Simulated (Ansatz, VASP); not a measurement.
## Two plane-wave programs on BeH

Contents of INCAR:

```
SYSTEM = BeH
ALGO     = Normal         ! electronic algorithm
EDIFF    = 1E-6           ! SCF threshold, eV
EDIFFG   = -0.025         ! ionic threshold
ENCUT    = 600            ! plane-wave cutoff, eV
GGA      = PE             ! functional
IBRION   = 2              ! ionic algorithm
ISIF     = 3              ! what is computed and relaxed
ISMEAR   = 0              ! smearing method
LASPH    = .True.         ! aspherical terms in the spheres
LCHARG   = .False.        ! write CHGCAR
LREAL    = .False.        ! projectors in reciprocal space
LWAVE    = .False.        ! write WAVECAR
NELM     = 100            ! most SCF steps
NSW      = 90             ! ionic steps
PREC     = Accurate       ! precision mode
SIGMA    = 0.1            ! smearing width, eV
```

KPOINTS

```
k-points
0
Gamma
  18 18 10
  0 0 0
```

POSCAR

```
BeH
1.0
    2.6362603834      0.0000000000      0.0000000000
   -1.3181301917      2.2830684630      0.0000000000
    0.0000000000      0.0000000000      3.7325357382
Be H
2 2
Direct
    0.3333333333      0.6666666667      0.2500000000
    0.6666666667      0.3333333333      0.7500000000
    0.0000000000      0.0000000000      0.5000000000
    0.0000000000      0.0000000000      0.0000000000
```

Input for Ansatz:

```yaml
crystal:
  lattice:
    - [2.6362603834, 0.0, 0.0]
    - [-1.3181301917, 2.283068463, 0.0]
    - [0.0, 0.0, 3.7325357382]
  atoms:
    - { symbol: Be, position: [0.3333333333, 0.6666666667, 0.25] }
    - { symbol: Be, position: [0.6666666667, 0.3333333333, 0.75] }
    - { symbol: H, position: [0.0, 0.0, 0.5] }
    - { symbol: H, position: [0.0, 0.0, 0.0] }
basis:
  ecutwfc: 420
kpoints:
  mp_grid: { grid: [18, 18, 10] }
hamiltonian:
  xc: pbe
scf:
  occupations: { method: gaussian, width: 0.1 }
output:
  forces: true
  stress: true
  eigenvalues: true
relax:
  adjacent_minimum: "off"
  f_tol: 0.025
  max_steps: 70
  cell: { stress_tol: 0.12 }
```

Alike in both runs: task relaxation of cell and atoms; functional PBE; k mesh 18 × 18 × 10; occupations gaussian, width 0.1 eV; no spin polarisation.

|  | VASP | Ansatz |
| --- | --- | --- |
| version | VASP 6.6.1 | Ansatz 0.2.0 |
| potentials or method | VASP PAW PBE potentials, release 64 (Be, H), cutoff 600 eV | scalar-relativistic, plane waves, PAW |
| valence electrons in the cell | 6 | 6 |

VASP gave:

- gap on the k mesh at the Fermi level, each at its own relaxed structure (eV): none
- relaxed volume (Å³/atom): 5.62
- relaxed length of the cell vector where the two differ most in proportion (Å): 3.628

Task: Estimate Ansatz's values.

Result: gap on the k mesh at the Fermi level, each at its own relaxed structure (eV): none; relaxed volume (Å³/atom): 5.63; relaxed length of the cell vector where the two differ most in proportion (Å): 3.632.

A gap of «none» marks a metal or a gap that the smearing closes.
